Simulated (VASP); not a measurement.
# Sc (P6/mmm) in VASP: notebook

Sc is run at these levels: PBE; tasks: single point.

Program: VASP 6.6.1. These are calculated values, not measurements. Logs are shortened: lines on timing, memory, paths and dates and some standing lists are left out, and cuts for length are marked.

## Step 1: The cell of the first run

Symmetry: P6/mmm, No. 191, hexagonal system. Conventional cell: a = 4.700 Å, b = 4.700 Å, c = 2.918 Å, α = 90.00°, β = 90.00°, γ = 120.00°. Sc (site symmetry 6/mmm) has 14 Sc at 2.92 to 3.08 Å within 3.8 Å. Within 3.6 Å of Sc (site symmetry -6m2) lie 11 Sc at 2.71 to 3.08 Å.

This isn't the form of Sc at room conditions, which is hcp.

## Step 2: Single point, PBE

Contents of INCAR:

```
SYSTEM = Sc
PREC = Accurate
ENCUT = 520
EDIFF = 1E-7
ISMEAR = -1
SIGMA = 0.05
LREAL = .False.
LASPH = .True.
NELM = 60
ALGO = Normal
ISIF = 2
LWAVE = .False.
LCHARG = .False.
GGA = PE
NBANDS = 24
```

Contents of KPOINTS:

```
regular mesh
0
Gamma
  8 8 11
  0 0 0
```

Contents of POSCAR:

```
Sc
1.0
    4.7001891616      0.0000000000      0.0000000000
   -2.3500945808      4.0704832166      0.0000000000
    0.0000000000      0.0000000000      2.9180657151
Sc
3
Direct
    0.0000000000      0.0000000000      0.0000000000
    0.3333333333      0.6666666667      0.5000000000
    0.6666666667      0.3333333333      0.5000000000
```

Potentials or basis: VASP PAW PBE potentials, release 64 (Sc_sv).

Started as:

```console
> cat potpaw_PBE.64/Sc_sv/POTCAR > POTCAR
> mpirun -np 1 vasp_std > vasp.out
```

OUTCAR:

```text
SYSTEM = Sc
   PREC = Accurate
   ENCUT = 520
   EDIFF = 1E-7
   ISMEAR = -1
   LREAL = .False.
   LASPH = .True.
   NELM = 60
   ISIF = 2
   GGA = PE

 ion  position               nearest neighbor table
   1  0.000  0.000  0.000-   2 3.08   3 3.08   2 3.08   3 3.08   3 3.08   3 3.08   2 3.08   2 3.08
                             3 3.08   3 3.08   2 3.08   2 3.08
   2  0.333  0.667  0.500-   3 2.71   3 2.71   3 2.71   1 3.08   1 3.08   1 3.08   1 3.08   1 3.08
                             1 3.08
   3  0.667  0.333  0.500-   2 2.71   2 2.71   2 2.71   1 3.08   1 3.08   1 3.08   1 3.08   1 3.08
                             1 3.08

  LATTYP: Found a hexagonal cell.
 ALAT       =     4.7001891616
 C/A-ratio  =     0.6208400587

  Lattice vectors:

 A1 = (   4.7001891616,   0.0000000000,   0.0000000000)
 A2 = (  -2.3500945808,   4.0704832166,   0.0000000000)
 A3 = (   0.0000000000,   0.0000000000,   2.9180657151)

Analysis of symmetry for initial positions (statically):
=====================================================================
 Subroutine PRICEL returns:
 Original cell was already a primitive cell.

 Routine SETGRP: Setting up the symmetry group for a
 hexagonal supercell.

 Subroutine GETGRP returns: Found 24 space group operations
 (whereof 24 operations were pure point group operations)
 out of a pool of 24 trial point group operations.

The static configuration has the point symmetry D_6h.

Analysis of symmetry for dynamics (positions and initial velocities):
=====================================================================
 Subroutine PRICEL returns:
 Original cell was already a primitive cell.

 Routine SETGRP: Setting up the symmetry group for a
 hexagonal supercell.

 Subroutine GETGRP returns: Found 24 space group operations
 (whereof 24 operations were pure point group operations)
 out of a pool of 24 trial point group operations.

The dynamic configuration has the point symmetry D_6h.

 Subroutine INISYM returns: Found 24 space group operations
 (whereof 24 operations are pure point group operations),
 and found     1 'primitive' translations

----------------------------------------------------------------------------------------

                                     Primitive cell

  volume of cell :      55.8286

  direct lattice vectors                    reciprocal lattice vectors
     4.700189162  0.000000000  0.000000000     0.212757395  0.122835539  0.000000000
    -2.350094581  4.070483217  0.000000000     0.000000000  0.245671078  0.000000000
     0.000000000  0.000000000  2.918065715     0.000000000  0.000000000  0.342692762

  length of vectors
     4.700189162  4.700189162  2.918065715     0.245671078  0.245671078  0.342692762

  position of ions in fractional coordinates (direct lattice)
     0.000000000  0.000000000  0.000000000
     0.333333333  0.666666667  0.500000000
     0.666666667  0.333333333  0.500000000

  ion indices of the primitive-cell ions
   primitive index   ion index
                 1           1
                 2           2
                 3           3

----------------------------------------------------------------------------------------

 KPOINTS: regular mesh

Automatic generation of k-mesh.
 Grid dimensions read from file:
 generate k-points for:    8    8   11

 Generating k-lattice:

  Cartesian coordinates                     Fractional coordinates (reciprocal lattice)
     0.026594674  0.015354442  0.000000000     0.125000000  0.000000000  0.000000000
     0.000000000  0.030708885  0.000000000     0.000000000  0.125000000  0.000000000
     0.000000000  0.000000000  0.031153887     0.000000000  0.000000000  0.090909091

  Length of vectors
     0.030708885  0.030708885  0.031153887

  Shift w.r.t. Gamma in fractional coordinates (k-lattice)
     0.000000000  0.000000000  0.000000000

 Subroutine IBZKPT returns following result:
 ===========================================

 Found     60 irreducible k-points:

 Following reciprocal coordinates:
            Coordinates               Weight
  0.000000  0.000000  0.000000      1.000000
  0.125000  0.000000  0.000000      6.000000
  0.250000  0.000000  0.000000      6.000000
  0.375000 -0.000000  0.000000      6.000000
  0.500000  0.000000  0.000000      3.000000
  0.125000  0.125000  0.000000      6.000000
[... 16 lines left out ...]
  0.250000  0.000000  0.181818     12.000000
  0.375000 -0.000000  0.181818     12.000000
 [... further k-points ...]
   k-points           NKPTS =     60   k-points in BZ     NKDIM =     60   number of bands    NBANDS=     24
   number of dos      NEDOS =    301   number of ions     NIONS =      3
   total plane-waves  NPLWV =  31104
   dimension x,y,z NGX =    36 NGY =   36 NGZ =   24
   dimension x,y,z NGXF=    72 NGYF=   72 NGZF=   48
   ions per type =               3
   NGX,Y,Z   is equivalent  to a cutoff of  12.73, 12.73, 13.67 a.u.
   NGXF,Y,Z  is equivalent  to a cutoff of  25.47, 25.47, 27.35 a.u.
 SYSTEM =  Sc
   PREC   = accura    normal or accurate (medium, high low for compatibility)
   ISTART =      0    job   : 0-new  1-cont  2-samecut
   ICHARG =      2    charge: 1-file 2-atom 10-const
   ISPIN  =      1    spin polarized calculation?
   LNONCOLLINEAR =      F non collinear calculations
   LSORBIT =      F    spin-orbit coupling
   LASPH  =      T    aspherical Exc in radial PAW
   ENCUT  =  520.0 eV  38.22 Ry    6.18 a.u.   8.74  8.74  5.43*2*pi/ulx,y,z
   NELM   =     60;   NELMIN=  2; NELMDL= -5     # of ELM steps
   EDIFF  = 0.1E-06   stopping-criterion for ELM
   LREAL  =      F    real-space projection
   EDIFFG = 0.1E-05   stopping-criterion for IOM
   NSW    =      0    number of steps for IOM
   IBRION =     -1    ionic relax: 0-MD 1-quasi-New 2-CG
   NFREE  =      0    steps in history (QN), initial steepest desc. (CG)
   ISIF   =      2    stress and relaxation
   ISYM   =      2    0-nonsym 1-usesym 2-fastsym
   POTIM  = 0.5000    time-step for ionic-motion
   TEBEG  =    0.0;   TEEND  =   0.0 temperature during run
   PSTRESS=    0.0 pullay stress
   NELECT =      33.0000    total number of electrons
   NUPDOWN=      -1.0000    fix difference up-down
   EMIN   =  10.00;   EMAX   =-10.00  energy-range for DOS
   EFERMI =   0.00;   METHOD = LEGACY
   ISMEAR =    -1;   SIGMA  =   0.05  broadening in eV -4-tet -1-fermi 0-gaus
   EFERMI_NEDOS =   21; number of points for ismear=-14 and -15
   IALGO  =     38    algorithm
   IMIX   =      4    mixing-type and parameters
     AMIX     =   0.40;   BMIX     =  1.00
     AMIX_MAG =   1.60;   BMIX_MAG =  1.00
  volume/ion in A,a.u.               =      18.61       125.58
  Fermi-wavevector in a.u.,A,eV,Ry     =   1.373918  2.596328 25.683032  1.887650
  Thomas-Fermi vector in A             =   2.499391
   LORBIT       =      0    0 simple, 1 ext, 2 COOP (PROOUT), +10 PAW based schemes
   GGA     = PE    functional components
   LHFCALC =     F    Hartree Fock is set to
   AEXX    =    0.0000 exact exchange contribution
   IVDW    =     0    specifies the selected vdW correction
   LEPSILON=     F    determine dielectric tensor
   LRPA    =     F    only Hartree local field effects (RPA)
 non-spin polarized calculation
  energy-cutoff  :      520.00
  volume of cell :       55.83
 maximum number of plane-waves:      1529
 NGX is ok and might be reduce to    36
   NGX = 17   NGY = 17   NGZ = 11

 number of electron      33.0000009 magnetization

 Free energy of the ion-electron system (eV)
  ---------------------------------------------------
  ext. energy  EPLUGINS =         0.00000000
  ---------------------------------------------------
  free energy    TOTEN  =       -17.55587517 eV

  energy without entropy =      -17.51154331  energy(sigma->0) =      -17.53370924

 E-fermi :   5.4326     XC(G=0): -11.0637

 val. band max:        5.4301282990   @ k =   0.0000   0.0000   0.0909
 cond. band min:       5.4426001866   @ k =   0.0000   0.0000   0.0909
 fundamental gap:      0.0124718876
 Fermi energy:         5.4325717674

 k-point     1 :       0.0000    0.0000    0.0000
  band No.  band energies     occupation
      1     -43.3356      2.00000
      2     -43.0555      2.00000
      3     -43.0537      2.00000
      4     -22.2844      2.00000
      5     -22.2844      2.00000
      6     -21.9764      2.00000
[... 16 lines left out ...]
     23       8.5247      0.00000
     24       8.5270      0.00000

 k-point     2 :       0.1250    0.0000    0.0000
  band No.  band energies     occupation
      1     -43.3245      2.00000
      2     -43.0624      2.00000
      3     -43.0583      2.00000
      4     -22.3310      2.00000
      5     -22.3005      2.00000
      6     -21.9198      2.00000
[... 16 lines left out ...]
     23       8.1683      0.00000
     24       8.2334      0.00000

 k-point     3 :       0.2500    0.0000    0.0000
  band No.  band energies     occupation
      1     -43.2938      2.00000
      2     -43.0877      2.00000
      3     -43.0649      2.00000
      4     -22.4106      2.00000
      5     -22.2908      2.00000
      6     -21.8111      2.00000
[... 16 lines left out ...]
     23       8.1299      0.00000
     24       8.5799      0.00000

 k-point     4 :       0.3750   -0.0000    0.0000
  band No.  band energies     occupation
      1     -43.2510      2.00000
      2     -43.1250      2.00000
      3     -43.0713      2.00000
      4     -22.4702      2.00000
      5     -22.2129      2.00000
      6     -21.7994      2.00000
[... 16 lines left out ...]
     23       8.2810      0.00000
     24       9.1627      0.00000

 k-point     5 :       0.5000    0.0000    0.0000
  band No.  band energies     occupation
      1     -43.2214      2.00000
      2     -43.1525      2.00000
      3     -43.0739      2.00000
      4     -22.4916      2.00000
      5     -22.1241      2.00000
      6     -21.9299      2.00000
[... 16 lines left out ...]
     23       8.6450      0.00000
     24       8.7170      0.00000

 k-point     6 :       0.1250    0.1250    0.0000
  band No.  band energies     occupation
      1     -43.3036      2.00000
      2     -43.0785      2.00000
      3     -43.0638      2.00000
      4     -22.3763      2.00000
      5     -22.3155      2.00000
      6     -21.8295      2.00000
[... 16 lines left out ...]
     23       8.0335      0.00000
     24       8.4486      0.00000
[... 379 lines left out ...]
 k-point    21 :       0.0000    0.0000    0.1818
  band No.  band energies     occupation
      1     -43.3040      2.00000
      2     -43.0417      2.00000
      3     -43.0328      2.00000
      4     -22.2580      2.00000
      5     -22.2580      2.00000
      6     -21.9191      2.00000
[... 16 lines left out ...]
     23       8.2887      0.00000
     24       8.2887      0.00000

 k-point    22 :       0.1250    0.0000    0.1818
  band No.  band energies     occupation
      1     -43.2937      2.00000
      2     -43.0441      2.00000
      3     -43.0411      2.00000
      4     -22.2942      2.00000
      5     -22.2654      2.00000
      6     -21.9130      2.00000
[... 16 lines left out ...]
     23       8.0754      0.00000
     24       8.2873      0.00000

 k-point    23 :       0.2500    0.0000    0.1818
  band No.  band energies     occupation
      1     -43.2651      2.00000
      2     -43.0663      2.00000
      3     -43.0484      2.00000
      4     -22.3607      2.00000
      5     -22.2550      2.00000
      6     -21.8862      2.00000
[... 16 lines left out ...]
     23       8.1752      0.00000
     24       8.4866      0.00000

 k-point    24 :       0.3750   -0.0000    0.1818
  band No.  band energies     occupation
      1     -43.2255      2.00000
      2     -43.1020      2.00000
      3     -43.0532      2.00000
      4     -22.4127      2.00000
      5     -22.1971      2.00000
      6     -21.8978      2.00000
[... 16 lines left out ...]
     23       8.3159      0.00000
     24       8.9291      0.00000

 [... further k-points ...]

------------------------ aborting loop because EDIFF is reached ----------------------------------------

  FORCE on cell =-STRESS in cart. coord.  units (eV):
  Direction    XX          YY          ZZ          XY          YZ          ZX
  --------------------------------------------------------------------------------------
  -------------------------------------------------------------------------------------
  Total        7.8150249      7.8150249      7.7898222      0.0000000     -0.0000000     -0.0000000
  in kB      224.2769152    224.2769152    223.5536444      0.0000000     -0.0000000     -0.0000000
  external PRESSURE =     224.0358249 kB  Pullay stress =       0.0000000 kB

 VOLUME and BASIS-vectors are now :
 -----------------------------------------------------------------------------
  energy-cutoff  :      520.00
  volume of cell :       55.83
      direct lattice vectors                 reciprocal lattice vectors
     4.700189162  0.000000000  0.000000000     0.212757395  0.122835539  0.000000000
    -2.350094581  4.070483217  0.000000000     0.000000000  0.245671078  0.000000000
     0.000000000  0.000000000  2.918065715     0.000000000  0.000000000  0.342692762

 POSITION                                       TOTAL-FORCE (eV/Angst)
 -----------------------------------------------------------------------------------
      0.00000      0.00000      0.00000         0.000000      0.000000      0.000000
     -0.00000      2.71366      1.45903        -0.000000      0.000000     -0.000000
      2.35009      1.35683      1.45903         0.000000     -0.000000      0.000000
 -----------------------------------------------------------------------------------
    total drift:                                0.000000      0.000000     -0.000000

  FREE ENERGIE OF THE ION-ELECTRON SYSTEM (eV)
  ---------------------------------------------------
  free  energy   TOTEN  =       -17.5558751654 eV

  energy  without entropy=      -17.5115433121  energy(sigma->0) =      -17.53370924
```

Run time: 2.5 min. Hardware: 1 thread of Intel Xeon 8259CL, shared host; peak memory 0.21 GiB.

What came out:

```
Free energy            : -17.5559 eV
Pressure               : 22.4 GPa
Band gap on the k mesh : zero (an odd number of electrons rules out a gap without spin polarisation)
```

Levels at points of the mesh, in eV from the Fermi level:
```csv
k point,band 15,band 16,band 17,band 18,band 19,band 20
"(0.00, 0.00, 0.00)",0.09,0.09,0.15,0.15,0.90,1.94
"(0.50, 0.00, 0.00)",-1.99,0.42,0.60,0.60,1.10,1.62
```

Caveat: the cell stands under pressure.

## Step 3: Single point, PBE (18.61 Å³/atom)

Contents of INCAR:

```
  PREC = Accurate
  ENCUT = 520
  EDIFF = 1E-7
  ISMEAR = -1
  SIGMA = 0.05
  LREAL = F
  LASPH = T
  NELM = 80
  ALGO = Normal
  ISIF = 2
  LWAVE = F
  LCHARG = F
  GGA = PE
  NBANDS = 24
```

Contents of KPOINTS:

```
regular mesh
0
Gamma
  8 8 11
```

POSCAR is that of step 2.

Potentials or basis: VASP PAW PBE potentials, release 64 (Sc_sv).

Started as:

```console
> cat potpaw_PBE.64/Sc_sv/POTCAR > POTCAR
> mpirun -np 1 vasp_std > vasp.out
```

Run time: 1.8 min. Hardware: 1 thread of Intel Xeon 8259CL, shared host; peak memory 0.21 GiB.

It converged, with:

```
Free energy            : -17.5559 eV
Pressure               : 22.4 GPa
Band gap on the k mesh : zero (an odd number of electrons rules out a gap without spin polarisation)
```

Levels at points of the mesh, in eV from the Fermi level:
```csv
k point,band 14,band 15,band 16,band 17,band 18,band 19,band 20,band 21
"(0.00, 0.00, 0.00)",-1.23,0.09,0.09,0.15,0.15,0.90,1.94,2.57
"(0.50, 0.00, 0.00)",-2.91,-1.99,0.42,0.60,0.60,1.10,1.62,1.69
```

Caveat: the cell stands under pressure.
